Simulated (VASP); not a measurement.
# Sb: single point with LDA

Sb, a slab with vacuum:

```
CELL_PARAMETERS angstrom
3.33385 0.00000 0.00000
-1.66692 2.88720 0.00000
0.00000 0.00000 21.44410
ATOMIC_POSITIONS crystal
Sb 0.16667 0.33333 0.37724
Sb 0.50000 0.00000 0.50000
Sb 0.83333 0.66667 0.62276
```

- Program: VASP 6.6.1
- Task: single point
- Functional: LDA
- Potentials or basis: VASP PAW LDA potentials, release 64 (Sb)
- Cutoff: 520 eV
- k mesh: 11 × 11 × 1
- Occupations: fermi-dirac, width 0.1 eV
- Spin: no spin polarisation
- Dipole correction: yes
- Further INCAR settings: ALGO = Normal; EDIFF = 1e-06; NBANDS = 14

* Largest force: 0.069 eV/Å

Forces in eV/Å, atoms in the order of the input:
```
Sb   0.000  0.000  0.069
Sb   0.000  0.000  0.000
Sb   0.000  0.000 -0.069
```

Levels at points of the mesh, in eV from the Fermi level:
```tsv
k point	band 3	band 4	band 5	band 6	band 7	band 8	band 9	band 10	band 11	band 12
(0.00, 0.00, 0.00)	-9.85	-4.70	-1.58	1.89	3.78	3.78	3.93	4.63	4.67	4.67
```

It took 32 s on 1 thread of Intel(R) Xeon(R) 6975P-C (Granite Rapids), on a shared host, peak memory 0.27 GiB.

Caveat: spin-orbit coupling is left out, which moves the levels of the heavy elements.
